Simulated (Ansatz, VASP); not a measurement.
**One calculation of CdHgS2, two programs**

File INCAR:

```
SYSTEM = CdHgS2
PREC = Accurate ; ENCUT = 520
EDIFF = 1E-7 ; ISMEAR = 0
SIGMA = 0.01 ; LREAL = .FALSE.
LASPH = .TRUE. ; NELM = 80
ALGO = Normal ; ISIF = 2
LWAVE = .FALSE. ; LCHARG = .FALSE.
GGA = PE ; NBANDS = 46
```

File KPOINTS:

```
Automatic mesh
0
G
  6 6 6
  0 0 0
```

File POSCAR:

```
CdHgS2
1.0
   -2.9493994767      2.9493994767      5.9123266544
    2.9493994767     -2.9493994767      5.9123266544
    2.9493994767      2.9493994767     -5.9123266544
Cd S Hg
2 4 2
Direct
    0.0000000000      0.0000000000      0.0000000000
    0.7500000000      0.2500000000      0.5000000000
    0.3750000000      0.3714437455      0.4964437455
    0.1214437455      0.6250000000     -0.0035562545
    0.8750000000      0.8785562545      0.5035562545
    0.6285562545      0.1250000000      0.0035562545
    0.5000000000      0.5000000000      0.0000000000
    0.2500000000      0.7500000000      0.5000000000
```

Input for Ansatz:

```yaml
crystal:
  lattice:
    - [-2.9493994767, 2.9493994767, 5.9123266544]
    - [2.9493994767, -2.9493994767, 5.9123266544]
    - [2.9493994767, 2.9493994767, -5.9123266544]
  atoms:
    - { symbol: Cd, position: [0.0, 0.0, 0.0] }
    - { symbol: S, position: [0.375, 0.3714437455, 0.4964437455] }
    - { symbol: Cd, position: [0.75, 0.25, 0.5] }
    - { symbol: S, position: [0.1214437455, 0.625, -0.0035562545] }
    - { symbol: Hg, position: [0.5, 0.5, 0.0] }
    - { symbol: S, position: [0.875, 0.8785562545, 0.5035562545] }
    - { symbol: Hg, position: [0.25, 0.75, 0.5] }
    - { symbol: S, position: [0.6285562545, 0.125, 0.0035562545] }
kpoints:
  mp_grid: { grid: [6, 6, 6] }
  band_path:
    path:
      - [0.0, 0.0, 0.0]
      - [0.0, 0.0, 0.5]
      - [0.25, 0.25, 0.25]
      - [0.0, 0.5, 0.0]
      - [0.5, 0.5, -0.5]
      - [0.3122143209, 0.6877856791, -0.3122143209]
      - [-0.3122143209, 0.3122143209, 0.3122143209]
      - [-0.1244286418, 0.1244286418, 0.5]
      - [0.5, 0.5, -0.1244286418]
    npoints: 1
hamiltonian:
  xc: pbe
scf:
  occupations: { method: fixed }
  n_extra_bands: 6
output:
  forces: true
  stress: true
  eigenvalues: true
```

Alike in both runs: task single point; functional PBE; k mesh 6 × 6 × 6; no spin polarisation.

|  | VASP | Ansatz |
| --- | --- | --- |
| version | VASP 6.6.1 | Ansatz 0.2.0 |
| potentials or method | VASP PAW PBE potentials, release 64 (Cd, S, Hg) | plane waves, PAW |
| plane-wave cutoff (eV) | 520 | 420 |
| occupations | gaussian, width 0.01 eV | fixed |
| valence electrons in the cell | 72 | 104 |

```tsv
	VASP	Ansatz	Ansatz less VASP
gap on the k mesh at the Fermi level (eV)	0.29	0.29	-0.001
pressure (GPa)	1.8	1.5	-0.29
rms of the force components (eV/Å)	0.005	0.006	+0.0007
```

VASP's potentials hold 72 valence electrons a cell and Ansatz's 104, so a difference there can come from the potentials and not from the codes.

Neither program's run includes spin-orbit coupling.
